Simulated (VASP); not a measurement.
# Te (R-3m) in VASP: settings compared, part 2 of 2

VASP 6.6.1.

## Step 3: Single point, r2SCAN

This run uses another cell than the first one, of 29.28 Å³/atom, 0.887 times its volume.

Contents of POSCAR:

```
Te
1.0
    2.2588318621      1.3041371837      1.6564347588
   -2.2588318621      1.3041371837      1.6564347588
    0.0000000000     -2.6082743673      1.6564347588
Te
1
Direct
    0.5000000000      0.5000000000      0.5000000000
```

Contents of INCAR.step1:

```
ALGO     = Normal         # electronic algorithm
EDIFF    = 1E-4           # SCF threshold, eV
ENCUT    = 520            # plane-wave cutoff, eV
GGA      = PE             # functional
ISMEAR   = -1             # smearing method
LASPH    = T              # aspherical terms in the spheres
LCHARG   = F              # write CHGCAR
LREAL    = F              # projectors in reciprocal space
LWAVE    = T              # write WAVECAR
NBANDS   = 9              # bands
NELM     = 100            # most SCF steps
PREC     = Accurate       # precision mode
SIGMA    = 0.05           # smearing width, eV
```

Contents of INCAR.step2:

```
ALGO     = Normal         # electronic algorithm
EDIFF    = 1E-6           # SCF threshold, eV
ENCUT    = 520            # plane-wave cutoff, eV
ISIF     = 2              # what is computed and relaxed
ISMEAR   = -1             # smearing method
ISTART   = 1            
LASPH    = T              # aspherical terms in the spheres
LCHARG   = F              # write CHGCAR
LMIXTAU  = T            
LREAL    = F              # projectors in reciprocal space
LWAVE    = F              # write WAVECAR
METAGGA  = R2SCAN         # meta-GGA
NBANDS   = 9              # bands
NELM     = 100            # most SCF steps
PREC     = Accurate       # precision mode
SIGMA    = 0.05           # smearing width, eV
```

Contents of KPOINTS:

```
k-points
0
Gamma
  9 9 9
```

Potentials or basis: VASP PAW PBE potentials, release 64 (Te).

On the command line:

```
$ cat potpaw_PBE.64/Te/POTCAR > POTCAR
$ cp INCAR.step1 INCAR
$ mpirun -np 1 vasp_std > vasp.out
$ cp INCAR.step2 INCAR
$ mpirun -np 1 vasp_std > vasp.out
```

OUTCAR:

```text
EDIFF = 1E-6
   ENCUT = 520
   ISIF = 2
   ISMEAR = -1
   ISTART = 1
   LASPH = T
   LREAL = F
   METAGGA = R2SCAN
   NELM = 100
   PREC = Accurate

 ion  position               nearest neighbor table
   1  0.500  0.500  0.500-

  LATTYP: Found a trigonal (rhomboedric) cell.
 ALAT       =     3.0898011725
 COS(alpha) =    -0.0688991668

  Lattice vectors:

 A1 = (   2.2588318621,   1.3041371837,   1.6564347588)
 A2 = (  -2.2588318621,   1.3041371837,   1.6564347588)
 A3 = (   0.0000000000,  -2.6082743673,   1.6564347588)

Analysis of symmetry for initial positions (statically):
=====================================================================
 Subroutine PRICEL returns:
 Original cell was already a primitive cell.

 Routine SETGRP: Setting up the symmetry group for a
 trigonal (rhombohedral) supercell.

 Subroutine GETGRP returns: Found 12 space group operations
 (whereof 12 operations were pure point group operations)
 out of a pool of 12 trial point group operations.

The static configuration has the point symmetry D_3d.

Analysis of symmetry for dynamics (positions and initial velocities):
=====================================================================
 Subroutine PRICEL returns:
 Original cell was already a primitive cell.

 Routine SETGRP: Setting up the symmetry group for a
 trigonal (rhombohedral) supercell.

 Subroutine GETGRP returns: Found 12 space group operations
 (whereof 12 operations were pure point group operations)
 out of a pool of 12 trial point group operations.

The dynamic configuration has the point symmetry D_3d.

 Subroutine INISYM returns: Found 12 space group operations
 (whereof 12 operations are pure point group operations),
 and found     1 'primitive' translations

----------------------------------------------------------------------------------------

                                     Primitive cell
[... 105 lines left out ...]
   EFERMI_NEDOS =   21; number of points for ismear=-14 and -15
   IALGO  =     38    algorithm
   IMIX   =      4    mixing-type and parameters
     AMIX     =   0.40;   BMIX     =  1.00
     AMIX_MAG =   1.60;   BMIX_MAG =  1.00
  volume/ion in A,a.u.               =      29.28       197.57
  Fermi-wavevector in a.u.,A,eV,Ry     =   0.965193  1.823951 12.675163  0.931598
  Thomas-Fermi vector in A             =   2.094889
   LORBIT       =      0    0 simple, 1 ext, 2 COOP (PROOUT), +10 PAW based schemes
   METAGGA = R2SCAN    functional components
   LHFCALC =     F    Hartree Fock is set to
   AEXX    =    0.0000 exact exchange contribution
   IVDW    =     0    specifies the selected vdW correction
   LEPSILON=     F    determine dielectric tensor
   LRPA    =     F    only Hartree local field effects (RPA)
 non-spin polarized calculation
  energy-cutoff  :      520.00
  volume of cell :       29.28
 maximum number of plane-waves:       805
   NGX = 11   NGY = 11   NGZ = 11

 number of electron       6.0000000 magnetization

 Free energy of the ion-electron system (eV)
  ---------------------------------------------------
  ext. energy  EPLUGINS =         0.00000000
  ---------------------------------------------------
  free energy    TOTEN  =       -25.27728063 eV

  energy without entropy =      -25.27155623  energy(sigma->0) =      -25.27441843

 E-fermi :   7.9189     XC(G=0): -10.2619

 val. band max:        7.9086537251   @ k =   0.2222   0.1111   0.1111
 cond. band min:       7.9447069154   @ k =   0.2222   0.1111   0.1111
 fundamental gap:      0.0360531904
 Fermi energy:         7.9189073969

 k-point     1 :       0.0000    0.0000    0.0000
  band No.  band energies     occupation
      1      -7.2736      2.00000
      2       8.9130      0.00000
      3       9.4909      0.00000
      4       9.4909      0.00000
      5      14.1648      0.00000
      6      14.1648      0.00000
      7      15.6688      0.00000
      8      26.0543      0.00000
      9      26.1168      0.00000
[... 265 lines left out ...]
 k-point    24 :       0.4444    0.4444    0.0000
  band No.  band energies     occupation
      1      -2.9743      2.00000
      2       2.2831      2.00000
      3       3.0397      2.00000
      4      10.2488      0.00000
      5      12.3809      0.00000
      6      19.0209      0.00000
      7      20.8442      0.00000
      8      21.3474      0.00000
      9      21.7083      0.00000

 [... further k-points ...]
[... 5 lines left out ...]
  --------------------------------------------------------------------------------------
  -------------------------------------------------------------------------------------
  Total        1.2491233      1.2491233      1.0452123      0.0000000      0.0000000      0.0000000
  in kB       68.3570189     68.3570189     57.1981962      0.0000000      0.0000000      0.0000000
  external PRESSURE =      64.6374113 kB  Pullay stress =       0.0000000 kB

 VOLUME and BASIS-vectors are now :
 -----------------------------------------------------------------------------
  energy-cutoff  :      520.00
  volume of cell :       29.28
      direct lattice vectors                 reciprocal lattice vectors
     2.258831862  1.304137184  1.656434759     0.221353350  0.127798416  0.201235413
    -2.258831862  1.304137184  1.656434759    -0.221353350  0.127798416  0.201235413
     0.000000000 -2.608274367  1.656434759     0.000000000 -0.255596833  0.201235413

 POSITION                                       TOTAL-FORCE (eV/Angst)
 -----------------------------------------------------------------------------------
      0.00000      0.00000      2.48465         0.000000     -0.000000     -0.000000
 -----------------------------------------------------------------------------------
    total drift:                                0.000000      0.000000     -0.000000

  FREE ENERGIE OF THE ION-ELECTRON SYSTEM (eV)
  ---------------------------------------------------
  free  energy   TOTEN  =       -25.2772806345 eV

  energy  without entropy=      -25.2715562346  energy(sigma->0) =      -25.27441843
```

OUTCAR.step1:

```text
EDIFF = 1E-4
   ENCUT = 520
   GGA = PE
   ISMEAR = -1
   LASPH = T
   LREAL = F
[... 502 lines left out ...]

 POSITION                                       TOTAL-FORCE (eV/Angst)
 -----------------------------------------------------------------------------------
      0.00000      0.00000      2.48465         0.000000     -0.000000      0.000000
 -----------------------------------------------------------------------------------
    total drift:                                0.000000      0.000000     -0.000000

  FREE ENERGIE OF THE ION-ELECTRON SYSTEM (eV)
  ---------------------------------------------------
  free  energy   TOTEN  =        -3.0342175485 eV

  energy  without entropy=       -3.0286841736  energy(sigma->0) =       -3.03145086
```

Run time: 30 s. Hardware: 1 thread of Intel Xeon Platinum 8488C (Sapphire Rapids), shared host; peak memory 0.15 GiB.

What came out:

* Free energy: -25.2773 eV
* Pressure: 6.5 GPa
* Band gap on the k mesh: zero (band 3 reaches 10.63 eV, above the bottom of band 4 at 4.95 eV)

Levels at points of the mesh, in eV from the Fermi level:
```csv
k point,band 1,band 2,band 3,band 4,band 5,band 6,band 7
"(0.00, 0.00, 0.00)",-15.19,0.99,1.57,1.57,6.25,6.25,7.75
```

Caveat: the PAW data sets were made with another functional, which shifts forces and pressure a little; spin-orbit coupling is left out, which moves the levels of the heavy elements.

## Step 4: Single point, r2SCAN

This run uses another cell than the first one, of 29.90 Å³/atom, 0.906 times its volume.

Contents of POSCAR:

```
Te
1.0
    2.2747396529      1.3133215509      1.6681001767
   -2.2747396529      1.3133215509      1.6681001767
    0.0000000000     -2.6266431019      1.6681001767
Te
1
Direct
    0.5000000000      0.5000000000      0.5000000000
```

Contents of INCAR.step1:

```
ALGO = Normal ; EDIFF = 1E-4
ENCUT = 520 ; GGA = PE
ISMEAR = -1 ; LASPH = True
LCHARG = False ; LREAL = False
LWAVE = True ; NBANDS = 9
NELM = 100 ; PREC = Accurate
SIGMA = 0.05
```

Contents of INCAR.step2:

```
ALGO = Normal ; EDIFF = 1E-7
ENCUT = 520 ; ISIF = 2
ISMEAR = -1 ; ISTART = 1
LASPH = True ; LCHARG = True
LELF = True ; LMIXTAU = True
LREAL = False ; LVHAR = True
LWAVE = False ; METAGGA = R2SCAN
NBANDS = 9 ; NELM = 100
PREC = Accurate ; SIGMA = 0.05
```

KPOINTS is that of step 3.

On the command line:

```
$ cat potpaw_PBE.64/Te/POTCAR > POTCAR
$ cp INCAR.step1 INCAR
$ mpirun -np 1 vasp_std > vasp.out
$ cp INCAR.step2 INCAR
$ mpirun -np 1 vasp_std > vasp.out
```

Run time: 34 s. Hardware: 1 thread of Intel Xeon Platinum 8488C (Sapphire Rapids), shared host; peak memory 0.15 GiB.

It converged, with:

* Free energy: -25.2993 eV
* Pressure: 4.9 GPa
* Band gap on the k mesh: zero (band 3 reaches 10.24 eV, above the bottom of band 4 at 4.72 eV)

Stress tensor (GPa, compression positive):
```
5.08 0.00 0.00
0.00 5.08 0.00
0.00 0.00 4.42
```

Levels at points of the mesh, in eV from the Fermi level:
```
           k point  band 1  band 2  band 3  band 4  band 5  band 6  band 7
(0.00, 0.00, 0.00)  -14.99    0.98    1.55    1.55    6.28    6.28    7.65
```

Caveat: the PAW data sets were made with another functional, which shifts forces and pressure a little; spin-orbit coupling is left out, which moves the levels of the heavy elements.

## Step 5: Summary

```csv
level,potentials or basis,cell,gap on the mesh (eV),pressure (GPa)
LDA,"VASP PAW LDA potentials, release 64 (Te)","a = 3.216 Å, angles 94.0°, 1 atom",none,-3.9
r2SCAN,"VASP PAW PBE potentials, release 64 (Te)","a = 3.090 Å, angles 94.0°, 1 atom",none,6.5
r2SCAN,"VASP PAW PBE potentials, release 64 (Te)","a = 3.112 Å, angles 94.0°, 1 atom",none,4.9
```

Alike in all rows: task single point; no spin polarisation; k mesh 9 × 9 × 9; cutoff (eV) 520; smearing fermi-dirac 0.05 eV.

Caveats: spin-orbit coupling is left out, which moves the levels of the heavy elements; the PAW data sets were made with another functional, which shifts forces and pressure a little (some runs).

Absolute energies hang on the potentials; compare differences alone.
